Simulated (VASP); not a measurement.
Runs of VASP 6.6.1 on Ti. The structure is that of space group Pm-3m (No. 221), or close to it. The cells are those of the table. 

| task | cell | cutoff (eV) | gap on the mesh (eV) | pressure (GPa) |
| --- | --- | --- | --- | --- |
| single point | a = 2.298 Å, 1 atom | 520 | none | 60.3 |
| relaxation of cell and atoms | relaxed to 60 GPa from a = 2.690 Å, 1 atom | 600 | none | 60.0 |
| relaxation of cell and atoms | relaxed to 40 GPa from a = 2.690 Å, 1 atom | 600 | none | 40.2 |
| single point | a = 2.590 Å, 1 atom | 520 | none | 0.0 |
| relaxation of cell and atoms | relaxed to 20 GPa from a = 2.690 Å, 1 atom | 600 | none | 19.7 |
| single point | a = 2.361 Å, 1 atom | 520 | none | 39.8 |
| relaxation of cell and atoms | relaxed from a = 2.690 Å, 1 atom | 600 | none | 0.0 |
| single point | a = 2.450 Å, 1 atom | 520 | none | (a) |

Alike in all rows: level PBEsol; potentials or basis VASP PAW PBE potentials, release 64 (Ti_sv); no spin polarisation; k mesh 9 × 9 × 9; smearing methfessel-paxton 0.1 eV.

Fill in the values left out.

(a) 19.9.

Caveats: the PAW data sets were made with another functional, which shifts forces and pressure a little; the cell is relaxed towards a set pressure, so the enthalpy falls and the energy may rise (some runs).

A gap of «none» marks levels without a gap at the run's occupations.
